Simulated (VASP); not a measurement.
# Ta12HCN13 in VASP: single point with PBE+D3(BJ)

Aim: the single point of Ta12HCN13 with PBE+D3(BJ).

All numbers are computed with VASP 6.6.1; they aren't measurements. Logs are shortened: lines on timing, memory, paths and dates and some standing lists are left out, and cuts for length are marked.

### 1 The cell of the first run

The cell holds a slab with vacuum, 27 atoms: a = 6.201 Å, b = 6.201 Å, c = 24.601 Å, α = 90.00°, β = 90.00°, γ = 90.00°.

### 2 Single point, PBE+D3(BJ)

Contents of INCAR:

```
ALGO = Normal
DIPOL = 0.5 0.5 0.445
EDIFF = 1E-6
ENCUT = 520
GGA = PE
IDIPOL = 3
ISIF = 2
ISMEAR = 0
IVDW = 12
LASPH = T
LCHARG = T
LDIPOL = T
LELF = T
LREAL = Auto
LVACPOTAV = T
LVHAR = T
LWAVE = F
NBANDS = 120
NELM = 100
PREC = Accurate
SIGMA = 0.1
```

Contents of KPOINTS:

```
k-points
0
Gamma
  3 3 1
```

Contents of POSCAR:

```
Ta12HCN13
1.0
    6.2014901195      0.0000000000      0.0000000000
    0.0000000000      6.2014901195      0.0000000000
    0.0000000000      0.0000000000     24.6007157170
Ta N C H
12 13 1 1
Direct
    0.5000000000      0.5000000000      0.3251937908
    0.5000000000      0.0000000000      0.3251937908
    0.0000000000      0.5000000000      0.3251937908
    0.0000000000      0.0000000000      0.3251937908
    0.7500000000      0.7500000000      0.4130904909
    0.7500000000      0.2500000000      0.4153808105
    0.2500000000      0.7500000000      0.4153808105
    0.2500000000      0.2500000000      0.4179128503
    0.0184498844      0.0184498844      0.5003715684
    0.0184498844      0.4815501156      0.5003715684
    0.4815501156      0.0184498844      0.5003715684
    0.4815501156      0.4815501156      0.5003715684
    0.2500000000      0.2500000000      0.3251937908
    0.2500000000      0.7500000000      0.3251937908
    0.7500000000      0.2500000000      0.3251937908
    0.7500000000      0.7500000000      0.3251937908
    0.5018419208      0.5018419208      0.4132488749
    0.5018419208     -0.0018419208      0.4132488749
   -0.0018419208      0.5018419208      0.4132488749
   -0.0018419208     -0.0018419208      0.4132488749
    0.7500000000      0.7500000000      0.5004500860
    0.7500000000      0.2500000000      0.5104984579
    0.2500000000      0.7500000000      0.5104984579
    0.2500000000      0.2500000000      0.5307582686
    0.7500000000      0.7500000000      0.6348684819
    0.7500000000      0.7500000000      0.6819458086
    0.7500000000      0.7500000000      0.7256238711
```

Potentials or basis: VASP PAW PBE potentials, release 64 (Ta_pv, N, C, H).

On the command line:

```bash
$ cat potpaw_PBE.64/Ta_pv/POTCAR potpaw_PBE.64/N/POTCAR potpaw_PBE.64/C/POTCAR potpaw_PBE.64/H/POTCAR > POTCAR
$ mpirun -np 1 vasp_std > vasp.out
```

OUTCAR:

```text
EDIFF = 1E-6
   ENCUT = 520
   GGA = PE
   ISIF = 2
   ISMEAR = 0
   IVDW = 12
   LASPH = T
   LREAL = Auto
   NELM = 100
   PREC = Accurate
 IVDW          = 12

 ion  position               nearest neighbor table
   1  0.500  0.500  0.325-  17 2.17  14 2.19  15 2.19  16 2.19  13 2.19   5 3.08   2 3.10   3 3.10
                             2 3.10   3 3.10   7 3.12   6 3.12   8 3.16
   2  0.500  0.000  0.325-  18 2.17  14 2.19  15 2.19  16 2.19  13 2.19   5 3.08   1 3.10   4 3.10
                             1 3.10   4 3.10   7 3.12   6 3.12   8 3.16
   3  0.000  0.500  0.325-  19 2.17  14 2.19  15 2.19  16 2.19  13 2.19   5 3.08   1 3.10   4 3.10
                             4 3.10   1 3.10   7 3.12   6 3.12   8 3.16
   4  0.000  0.000  0.325-  20 2.17  14 2.19  15 2.19  16 2.19  13 2.19   5 3.08   2 3.10   3 3.10
                             3 3.10   2 3.10   7 3.12   6 3.12   8 3.16
   5  0.750  0.750  0.413-  21 2.15  16 2.16  18 2.18  19 2.18  20 2.18  17 2.18   3 3.08   4 3.08
                             1 3.08   2 3.08   6 3.10   7 3.10   6 3.10   7 3.10   9 3.19  10 3.19
   6  0.750  0.250  0.415-  17 2.19  18 2.19  19 2.19  20 2.19  15 2.22  22 2.34  11 3.03  12 3.03
                             9 3.03  10 3.03   5 3.10   5 3.10   8 3.10   8 3.10   3 3.12   4 3.12
   7  0.250  0.750  0.415-  17 2.19  18 2.19  19 2.19  20 2.19  14 2.22  23 2.34  11 3.03  12 3.03
                             9 3.03  10 3.03   5 3.10   5 3.10   8 3.10   8 3.10   3 3.12   4 3.12
   8  0.250  0.250  0.418-  17 2.21  18 2.21  19 2.21  20 2.21  13 2.28  10 2.87  11 2.87  12 2.87
                             9 2.87   7 3.10   6 3.10   7 3.10   6 3.10   2 3.16   3 3.16   4 3.16
   9  0.018  0.018  0.500-  20 2.15  24 2.16  23 2.21  22 2.21  21 2.35   8 2.87  11 2.87  10 2.87
                             6 3.03   7 3.03   5 3.19  10 3.33  11 3.33
  10  0.018  0.482  0.500-  19 2.15  24 2.16  23 2.21  22 2.21  21 2.35   8 2.87  12 2.87   9 2.87
                             6 3.03   7 3.03   5 3.19   9 3.33  12 3.33
  11  0.482  0.018  0.500-  18 2.15  24 2.16  23 2.21  22 2.21  21 2.35   8 2.87  12 2.87   9 2.87
                             6 3.03   7 3.03   5 3.19   9 3.33  12 3.33
  12  0.482  0.482  0.500-  17 2.15  24 2.16  23 2.21  22 2.21  21 2.35   8 2.87  11 2.87  10 2.87
                             6 3.03   7 3.03   5 3.19  11 3.33  10 3.33
  13  0.250  0.250  0.325-   1 2.19   2 2.19   3 2.19   4 2.19   8 2.28
  14  0.250  0.750  0.325-   1 2.19   2 2.19   3 2.19   4 2.19   7 2.22
  15  0.750  0.250  0.325-   1 2.19   2 2.19   3 2.19   4 2.19   6 2.22
  16  0.750  0.750  0.325-   5 2.16   2 2.19   3 2.19   4 2.19   1 2.19
  17  0.502  0.502  0.413-  12 2.15   1 2.17   5 2.18   7 2.19   6 2.19   8 2.21
  18  0.502  0.998  0.413-  11 2.15   2 2.17   5 2.18   7 2.19   6 2.19   8 2.21
  19  0.998  0.502  0.413-  10 2.15   3 2.17   5 2.18   7 2.19   6 2.19   8 2.21
  20  0.998  0.998  0.413-   9 2.15   4 2.17   5 2.18   7 2.19   6 2.19   8 2.21
  21  0.750  0.750  0.500-   5 2.15   9 2.35  10 2.35  11 2.35  12 2.35
  22  0.750  0.250  0.510-   9 2.21  10 2.21  11 2.21  12 2.21   6 2.34
  23  0.250  0.750  0.510-   9 2.21  10 2.21  11 2.21  12 2.21   7 2.34
  24  0.250  0.250  0.531-   9 2.16  10 2.16  11 2.16  12 2.16
  25  0.750  0.750  0.635-  26 1.16
  26  0.750  0.750  0.682-  27 1.07  25 1.16
  27  0.750  0.750  0.726-  26 1.07

  LATTYP: Found a simple tetragonal cell.
 ALAT       =     6.2014901195
 C/A-ratio  =     3.9669039607

  Lattice vectors:

 A1 = (   6.2014901195,   0.0000000000,   0.0000000000)
 A2 = (   0.0000000000,   6.2014901195,   0.0000000000)
 A3 = (   0.0000000000,   0.0000000000,  24.6007157170)

Analysis of symmetry for initial positions (statically):
=====================================================================
 Subroutine PRICEL returns:
 Original cell was already a primitive cell.

 Routine SETGRP: Setting up the symmetry group for a
 simple tetragonal supercell.

 Subroutine GETGRP returns: Found  8 space group operations
 (whereof  2 operations were pure point group operations)
 out of a pool of 16 trial point group operations.

The static configuration has the point symmetry C_1h.
 The point group associated with its full space group is C_4v.

Analysis of symmetry for dynamics (positions and initial velocities):
=====================================================================
 Subroutine PRICEL returns:
 Original cell was already a primitive cell.

 Routine SETGRP: Setting up the symmetry group for a
 simple tetragonal supercell.

 Subroutine GETGRP returns: Found  8 space group operations
 (whereof  2 operations were pure point group operations)
 out of a pool of 16 trial point group operations.

The dynamic configuration has the point symmetry C_1h.
 The point group associated with its full space group is C_4v.

[... 90 lines left out ...]
     0.000000000  0.000000000  0.040649224     0.000000000  0.000000000  1.000000000

  Length of vectors
     0.053750522  0.053750522  0.040649224

  Shift w.r.t. Gamma in fractional coordinates (k-lattice)
     0.000000000  0.000000000  0.000000000

 Subroutine IBZKPT returns following result:
 ===========================================

 Found      3 irreducible k-points:

 Following reciprocal coordinates:
            Coordinates               Weight
  0.000000  0.000000  0.000000      1.000000
  0.333333  0.000000  0.000000      4.000000
  0.333333  0.333333  0.000000      4.000000
   k-points           NKPTS =      3   k-points in BZ     NKDIM =      3   number of bands    NBANDS=    120
   number of dos      NEDOS =    301   number of ions     NIONS =     27
   total plane-waves  NPLWV = 442368
   dimension x,y,z NGX =    48 NGY =   48 NGZ =  192
   dimension x,y,z NGXF=    96 NGYF=   96 NGZF=  384
   ions per type =              12  13   1   1
   NGX,Y,Z   is equivalent  to a cutoff of  12.87, 12.87, 12.97 a.u.
   NGXF,Y,Z  is equivalent  to a cutoff of  25.74, 25.74, 25.95 a.u.
 SYSTEM =  unknown system
   PREC   = accura    normal or accurate (medium, high low for compatibility)
   ISTART =      0    job   : 0-new  1-cont  2-samecut
   ICHARG =      2    charge: 1-file 2-atom 10-const
   ISPIN  =      1    spin polarized calculation?
   LNONCOLLINEAR =      F non collinear calculations
   LSORBIT =      F    spin-orbit coupling
   LASPH  =      T    aspherical Exc in radial PAW
   ENCUT  =  520.0 eV  38.22 Ry    6.18 a.u.  11.53 11.53 45.74*2*pi/ulx,y,z
   NELM   =    100;   NELMIN=  2; NELMDL= -5     # of ELM steps
   EDIFF  = 0.1E-05   stopping-criterion for ELM
   LREAL  =      T    real-space projection
   EDIFFG = 0.1E-04   stopping-criterion for IOM
   NSW    =      0    number of steps for IOM
   IBRION =     -1    ionic relax: 0-MD 1-quasi-New 2-CG
   NFREE  =      0    steps in history (QN), initial steepest desc. (CG)
   ISIF   =      2    stress and relaxation
   ISYM   =      2    0-nonsym 1-usesym 2-fastsym
   POTIM  = 0.5000    time-step for ionic-motion
   TEBEG  =    0.0;   TEEND  =   0.0 temperature during run
   PSTRESS=    0.0 pullay stress
   NELECT =     202.0000    total number of electrons
   NUPDOWN=      -1.0000    fix difference up-down
   EMIN   =  10.00;   EMAX   =-10.00  energy-range for DOS
   EFERMI =   0.00;   METHOD = LEGACY
   ISMEAR =     0;   SIGMA  =   0.10  broadening in eV -4-tet -1-fermi 0-gaus
   EFERMI_NEDOS =   21; number of points for ismear=-14 and -15
   IALGO  =     38    algorithm
   IMIX   =      4    mixing-type and parameters
     AMIX     =   0.40;   BMIX     =  1.00
     AMIX_MAG =   1.60;   BMIX_MAG =  1.00
  volume/ion in A,a.u.               =      35.04       236.47
  Fermi-wavevector in a.u.,A,eV,Ry     =   0.978465  1.849031 13.026135  0.957394
  Thomas-Fermi vector in A             =   2.109243
   LORBIT       =      0    0 simple, 1 ext, 2 COOP (PROOUT), +10 PAW based schemes
   GGA     = PE    functional components
   LHFCALC =     F    Hartree Fock is set to
   AEXX    =    0.0000 exact exchange contribution
   IVDW    =    12    specifies the selected vdW correction
   LEPSILON=     F    determine dielectric tensor
   LRPA    =     F    only Hartree local field effects (RPA)
 non-spin polarized calculation
 Gauss-broadening in eV      SIGMA  =   0.10
  energy-cutoff  :      520.00
  volume of cell :      946.11
 maximum number of plane-waves:     25535
 NGX is ok and might be reduce to    48
   NGX = 23   NGY = 23   NGZ = 91

 dipolmoment           0.000000      0.000000      0.052676 electrons x Angstroem

 number of electron     202.0000018 magnetization

 dipolmoment           0.000000      0.000000     -0.570486 electrons x Angstroem

 Free energy of the ion-electron system (eV)
  ---------------------------------------------------
  ext. energy  EPLUGINS =         0.00000000
  ---------------------------------------------------
  free energy    TOTEN  =      -275.43556750 eV

  energy without entropy =     -275.35848745  energy(sigma->0) =     -275.39702747

 E-fermi :   0.8026     XC(G=0):  -4.9141

 val. band max:        0.7274796558   @ k =   0.3333   0.3333   0.0000
 cond. band min:       0.8416468456   @ k =   0.3333   0.3333   0.0000
 fundamental gap:      0.1141671898
 Fermi energy:         0.8025855981

 k-point     1 :       0.0000    0.0000    0.0000
  band No.  band energies     occupation
      1     -35.5807      2.00000
      2     -35.5802      2.00000
      3     -35.5802      2.00000
      4     -35.5630      2.00000
      5     -35.4654      2.00000
      6     -35.4645      2.00000
[... 337 lines left out ...]
    112       1.8480      0.00000
    113       2.0087      0.00000
 [bands above 113 left out]

------------------------ aborting loop because EDIFF is reached ----------------------------------------

 Edisp (eV)   -7.51259

 E8    (eV) :    -3.5685

  FORCE on cell =-STRESS in cart. coord.  units (eV):
  Direction    XX          YY          ZZ          XY          YZ          ZX
  --------------------------------------------------------------------------------------
  -------------------------------------------------------------------------------------
  Total     -31.81635   -31.81635     0.80135     0.00000     0.00000     0.00000
  in kB     -53.87920   -53.87920     1.35704     0.00000     0.00000     0.00000
  external pressure =      -35.47 kB  Pullay stress =        0.00 kB

 VOLUME and BASIS-vectors are now :
 -----------------------------------------------------------------------------
  energy-cutoff  :      520.00
  volume of cell :      946.11
      direct lattice vectors                 reciprocal lattice vectors
     6.201490119  0.000000000  0.000000000     0.161251567  0.000000000  0.000000000
     0.000000000  6.201490119  0.000000000     0.000000000  0.161251567  0.000000000
     0.000000000  0.000000000 24.600715717     0.000000000  0.000000000  0.040649224

 POSITION                                       TOTAL-FORCE (eV/Angst)
 -----------------------------------------------------------------------------------
      3.10075      3.10075      8.00000        -0.002444     -0.002444      1.475163
      3.10075      0.00000      8.00000        -0.002444      0.002444      1.475163
      0.00000      3.10075      8.00000         0.002444     -0.002444      1.475163
      0.00000      0.00000      8.00000         0.002444      0.002444      1.475163
      4.65112      4.65112     10.16232        -0.000000      0.000000      0.001577
      4.65112      1.55037     10.21867        -0.000000     -0.000000      0.001573
[... 19 lines left out ...]
      4.65112      4.65112     16.77635        -0.000000      0.000000      0.490331
      4.65112      4.65112     17.85087         0.000000      0.000000     -0.043016
 -----------------------------------------------------------------------------------
    total drift:                                0.000000      0.000000      0.008339

  FREE ENERGIE OF THE ION-ELECTRON SYSTEM (eV)
  ---------------------------------------------------
  free  energy   TOTEN  =      -282.9481606485 eV

  energy  without entropy=     -282.8710805965  energy(sigma->0) =     -282.90962062

 vacuum level on the upper side and lower side of the slab         1.757         4.440
```

It took 12 min on 1 thread of Intel Xeon Platinum 8559C (Emerald Rapids), shared host; peak memory 1 GiB.

Results:

```yaml
Free_energy: -282.9482 eV
Largest_force: 2.509 eV/Å
Band_gap_on_the_k_mesh: zero (bands 101 and 102 overlap by 0.45 eV)
Dispersion_energy_per_atom: -0.278 eV
```

Forces in eV/Å, atoms in the order of the input:
```
Ta  -0.002 -0.002  1.475
Ta  -0.002  0.002  1.475
Ta   0.002 -0.002  1.475
Ta   0.002  0.002  1.475
Ta   0.000  0.000  0.002
Ta   0.000  0.000  0.002
Ta   0.000  0.000  0.002
Ta   0.000  0.000 -0.002
Ta  -0.030 -0.030  0.014
Ta  -0.030  0.030  0.014
Ta   0.030 -0.030  0.014
Ta   0.030  0.030  0.014
N    0.000  0.000 -0.957
N    0.000  0.000 -1.272
N    0.000  0.000 -1.272
N    0.000  0.000 -2.509
N    0.017  0.017 -0.014
N    0.017 -0.017 -0.014
N   -0.017  0.017 -0.014
N   -0.017 -0.017 -0.014
N    0.000  0.000 -0.004
N    0.000  0.000  0.019
N    0.000  0.000  0.019
N    0.000  0.000  0.068
N    0.000  0.000 -0.443
C    0.000  0.000  0.490
H    0.000  0.000 -0.043
```

Levels at points of the mesh, in eV from the Fermi level:
```
           k point  band 98  band 99  band 100  band 101  band 102  band 103
(0.00, 0.00, 0.00)    -0.58    -0.58      0.20      0.32      0.32      0.60
```

Caveat: spin-orbit coupling is left out, which moves the levels of the heavy elements.
